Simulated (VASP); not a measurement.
# TiSi (Cmmm) in VASP: elastic constants with LDA

Aim: the elastic constants of TiSi with LDA.

All numbers are computed with VASP 6.6.1; they aren't measurements. Logs are shortened: lines on timing, memory, paths and dates and some standing lists are left out, and cuts for length are marked.

## 1. The cell of the first run

It takes space group Cmmm (No. 65, orthorhombic). Conventional cell: a = 3.580 Å, b = 4.085 Å, c = 3.765 Å, α = 90.00°, β = 90.00°, γ = 90.00°. Within 3.4 Å of Ti (site symmetry mmm) lie 8 Si at 2.60 to 2.78 Å and 4 Ti at 2.72 Å. Si (site symmetry mmm) has 8 Ti at 2.60 to 2.78 Å and 4 Si at 2.72 Å within 3.4 Å.

## 2. Elastic constants, LDA

The input, INCAR:

```
PREC = Accurate
ENCUT = 600
EDIFF = 1E-8
ISMEAR = -1
SIGMA = 0.1
LREAL = False
LASPH = True
NELM = 100
ALGO = Normal
ISIF = 3
LWAVE = False
LCHARG = False
IBRION = 6
NFREE = 2
POTIM = 0.015
NSW = 1
```

The input, KPOINTS:

```
regular mesh
0
Gamma
  12 12 8
```

The input, POSCAR:

```
TiSi
1.0
    1.7897851405     -2.0423023161      0.0000000000
    1.7897851405      2.0423023161      0.0000000000
    0.0000000000      0.0000000000      3.7647078710
Ti Si
1 1
Direct
    0.5000000000      0.5000000000      0.0000000000
    0.0000000000      0.0000000000      0.5000000000
```

Potentials or basis: VASP PAW LDA potentials, release 64 (Ti_sv, Si).

Started as:

```
cat potpaw_LDA.64/Ti_sv/POTCAR potpaw_LDA.64/Si/POTCAR > POTCAR
mpirun -np 1 vasp_std > vasp.out
```

OUTCAR:

```text
PREC = Accurate
   ENCUT = 600
   EDIFF = 1E-8
   ISMEAR = -1
   LREAL = False
   LASPH = True
   NELM = 100
   ISIF = 3
   IBRION = 6
   NFREE = 2
   POTIM = 0.015
   NSW = 1

 ion  position               nearest neighbor table
   1  0.500  0.500  0.000-   2 2.60   2 2.60   2 2.60   2 2.60   2 2.78   2 2.78   2 2.78   2 2.78

   2  0.000  0.000  0.500-   1 2.60   1 2.60   1 2.60   1 2.60   1 2.78   1 2.78   1 2.78   1 2.78

  LATTYP: Found a base centered orthorhombic cell.
 ALAT       =     3.5795702810
 B/A-ratio  =     1.1410879831
 C/A-ratio  =     1.0517206188

  Lattice vectors:

 A1 = (   1.7897851405,  -2.0423023161,   0.0000000000)
 A2 = (   1.7897851405,   2.0423023161,   0.0000000000)
 A3 = (   0.0000000000,   0.0000000000,   3.7647078710)

Analysis of symmetry for initial positions (statically):
=====================================================================
 Subroutine PRICEL returns:
 Original cell was already a primitive cell.

 Routine SETGRP: Setting up the symmetry group for a
 base centered orthorhombic supercell.

 Subroutine GETGRP returns: Found  8 space group operations
 (whereof  8 operations were pure point group operations)
 out of a pool of  8 trial point group operations.

The static configuration has the point symmetry D_2h.

Analysis of symmetry for dynamics (positions and initial velocities):
=====================================================================
 Subroutine PRICEL returns:
 Original cell was already a primitive cell.

 Routine SETGRP: Setting up the symmetry group for a
 base centered orthorhombic supercell.

 Subroutine GETGRP returns: Found  8 space group operations
 (whereof  8 operations were pure point group operations)
 out of a pool of  8 trial point group operations.

The dynamic configuration has the point symmetry D_2h.

 Subroutine INISYM returns: Found  8 space group operations
 (whereof  8 operations are pure point group operations),
 and found     1 'primitive' translations

----------------------------------------------------------------------------------------

                                     Primitive cell

  volume of cell :      27.5221

  direct lattice vectors                    reciprocal lattice vectors
     1.789785141 -2.042302316  0.000000000     0.279363142 -0.244821737  0.000000000
     1.789785141  2.042302316  0.000000000     0.279363142  0.244821737  0.000000000
     0.000000000  0.000000000  3.764707871     0.000000000  0.000000000  0.265624860

  length of vectors
     2.715571689  2.715571689  3.764707871     0.371458541  0.371458541  0.265624860

  position of ions in fractional coordinates (direct lattice)
     0.500000000  0.500000000  0.000000000
     0.000000000  0.000000000  0.500000000

  ion indices of the primitive-cell ions
   primitive index   ion index
                 1           1
                 2           2

----------------------------------------------------------------------------------------

 KPOINTS: regular mesh

Automatic generation of k-mesh.
 Grid dimensions read from file:
 generate k-points for:   12   12    8

 Generating k-lattice:

[... 113 lines left out ...]

  FORCE on cell =-STRESS in cart. coord.  units (eV):
  Direction    XX          YY          ZZ          XY          YZ          ZX
  --------------------------------------------------------------------------------------
  -------------------------------------------------------------------------------------
  Total        0.0237898      0.0060212      0.0356614      0.0000000      0.0000000      0.0000000
  in kB        1.3849052      0.3505191      2.0759990      0.0000000      0.0000000      0.0000000
  external PRESSURE =       1.2704744 kB  Pullay stress =       0.0000000 kB
[... 89 lines left out ...]
  FREE ENERGIE OF THE ION-ELECTRON SYSTEM (eV)
  ---------------------------------------------------
  free  energy   TOTEN  =       -15.7858530478 eV

  energy  without entropy=      -15.7524720757  energy(sigma->0) =      -15.76916256

[... ionic steps 4 to 22 ...]

--------------------------------------- Ionic step       23  -------------------------------------------

 number of electron      15.9999998 magnetization

------------------------ aborting loop because EDIFF is reached ----------------------------------------
[... 67 lines left out ...]
--------------------------------------- Ionic step       25  -------------------------------------------

 number of electron      15.9999998 magnetization

 Free energy of the ion-electron system (eV)
  ---------------------------------------------------
  ext. energy  EPLUGINS =         0.00000000
  ---------------------------------------------------
  free energy    TOTEN  =       -15.78995960 eV

  energy without entropy =      -15.75617832  energy(sigma->0) =      -15.77306896

 E-fermi :  10.7956     XC(G=0): -12.2104

 val. band max:       10.7898447939   @ k =   0.4167   0.4167   0.0000
 cond. band min:      10.8065168823   @ k =  -0.4167   0.3333   0.5000
 fundamental gap:      0.0166720884
 Fermi energy:        10.7955709136

 k-point     1 :       0.0000    0.0000    0.0000
  band No.  band energies     occupation
      1     -45.1378      2.00000
      2     -21.9471      2.00000
      3     -21.4473      2.00000
      4     -21.3262      2.00000
      5      -1.3045      2.00000
      6       8.1495      2.00000
      7       8.9934      2.00000
      8       9.4658      2.00000
      9      12.5774      0.00000
     10      13.1941      0.00000
     11      13.9647      0.00000
     12      16.4059      0.00000
[... 331 lines left out ...]
 k-point    24 :      -0.4167    0.1667    0.0000
  band No.  band energies     occupation
      1     -45.0224      2.00000
      2     -22.0342      2.00000
      3     -21.8363      2.00000
      4     -21.5024      2.00000
      5       2.2616      2.00000
      6       6.1198      2.00000
      7       8.1730      2.00000
      8      10.5661      1.81689
      9      10.8686      0.65026
     10      11.9766      0.00001
     11      14.6451      0.00000
     12      16.1365      0.00000

 [... further k-points ...]

------------------------ aborting loop because EDIFF is reached ----------------------------------------

  FORCE on cell =-STRESS in cart. coord.  units (eV):
  Direction    XX          YY          ZZ          XY          YZ          ZX
  --------------------------------------------------------------------------------------
  -------------------------------------------------------------------------------------
  Total        0.0267820      0.0082631      0.0393617      0.0000000      0.0000000      0.0000000
  in kB        1.5590899      0.4810291      2.2914050      0.0000000      0.0000000      0.0000000
  external PRESSURE =       1.4438413 kB  Pullay stress =       0.0000000 kB
[... 17 lines left out ...]
  FREE ENERGIE OF THE ION-ELECTRON SYSTEM (eV)
  ---------------------------------------------------
  free  energy   TOTEN  =       -15.7899595970 eV

  energy  without entropy=      -15.7561783219  energy(sigma->0) =      -15.77306896

 INTERNAL STRAIN TENSORS FROM STRAINED CELLS
 ============================================

 INTERNAL STRAIN TENSOR FOR ION    1 for displacements in x,y,z  (eV/Angst):
          X           Y           Z          XY          YZ          ZX
  --------------------------------------------------------------------------------
  x    -0.00000     0.00000     0.00000     0.00000     0.00000     0.00000
  y    -0.00000    -0.00000    -0.00000    -0.00000    -0.00000     0.00000
  z     0.00000     0.00000     0.00000     0.00000     0.00000     0.00000

 INTERNAL STRAIN TENSORS FROM DISPLACED ATOMS
 ============================================

 INTERNAL STRAIN TENSOR FOR ION    1 for displacements in x,y,z  (eV/Angst):
          X           Y           Z          XY          YZ          ZX
  --------------------------------------------------------------------------------
  x     0.00000     0.00000     0.00000     0.00000     0.00000     0.00000
  y     0.00000     0.00000     0.00000     0.00000     0.00000     0.00000
  z     0.00000     0.00000     0.00000     0.00000     0.00000     0.00000

 INTERNAL STRAIN TENSOR FOR ION    2 for displacements in x,y,z  (eV/Angst):
          X           Y           Z          XY          YZ          ZX
  --------------------------------------------------------------------------------
  x     0.00000     0.00000     0.00000     0.00000     0.00000     0.00000
  y     0.00000     0.00000     0.00000     0.00000     0.00000     0.00000
  z     0.00000     0.00000     0.00000     0.00000     0.00000     0.00000

 Eigenvectors and eigenvalues of the dynamical matrix
 ----------------------------------------------------

   1 f  =   11.171230 THz    70.190911 2PiTHz  372.632135 cm-1    46.200476 meV
             X         Y         Z           dx          dy          dz
      1.789785  0.000000  0.000000     0.000000    0.000000   -0.607907
      0.000000  0.000000  1.882354     0.000000    0.000000    0.794008
[... 21 lines left out ...]
   6 f/i=    0.001918 THz     0.012052 2PiTHz    0.063982 cm-1     0.007933 meV
             X         Y         Z           dx          dy          dz
      1.789785  0.000000  0.000000     0.000000   -0.794170    0.000000
      0.000000  0.000000  1.882354     0.000000   -0.607695    0.000000

--------------------------------------------------------------------------------------------------------

 ELASTIC MODULI CONTR FROM IONIC RELAXATION (kBar)
 Direction    XX          YY          ZZ          XY          YZ          ZX
 --------------------------------------------------------------------------------
 XX           0.0000      0.0000      0.0000      0.0000      0.0000      0.0000
 YY           0.0000      0.0000      0.0000      0.0000      0.0000      0.0000
 ZZ           0.0000      0.0000      0.0000      0.0000      0.0000      0.0000
 XY           0.0000      0.0000      0.0000      0.0000      0.0000      0.0000
 YZ           0.0000      0.0000      0.0000      0.0000      0.0000      0.0000
 ZX           0.0000      0.0000      0.0000      0.0000      0.0000      0.0000
 --------------------------------------------------------------------------------

 TOTAL ELASTIC MODULI (kBar)
 Direction    XX          YY          ZZ          XY          YZ          ZX
 --------------------------------------------------------------------------------
 XX        2359.8788   1148.0908   1267.1822     -0.0000      0.0000      0.0000
 YY        1148.0908   1743.4728   1064.9278     -0.0000      0.0000      0.0000
 ZZ        1267.1822   1064.9278   2858.6819      0.0000      0.0000      0.0000
 XY          -0.0000     -0.0000      0.0000   1006.0327      0.0000      0.0000
 YZ           0.0000      0.0000      0.0000      0.0000    240.8001      0.0000
 ZX           0.0000      0.0000      0.0000      0.0000      0.0000   1695.8596
 --------------------------------------------------------------------------------
```

It took 7.5 min on 1 thread of Intel Xeon 6975P-C (Granite Rapids), shared host; peak memory 0.37 GiB.

Results:

- Voigt bulk modulus: 155 GPa
- Highest phonon frequency at Γ: 373 cm⁻¹

Phonon frequencies in cm⁻¹ (negative: imaginary):
```csv
q point,frequencies
"(0.000, 0.000, 0.000)",0 0 0 148 315 373
```

Elastic tensor in Voigt notation (GPa, in the Cartesian axes of the cell as first typed):
```
236 115 127   0   0   0
115 174 106   0   0   0
127 106 286   0   0   0
  0   0   0  24   0   0
  0   0   0   0 170   0
  0   0   0   0   0 101
```

Clamped-ion elastic tensor (GPa):
```
236 115 127   0   0   0
115 174 106   0   0   0
127 106 286   0   0   0
  0   0   0  24   0   0
  0   0   0   0 170   0
  0   0   0   0   0 101
```
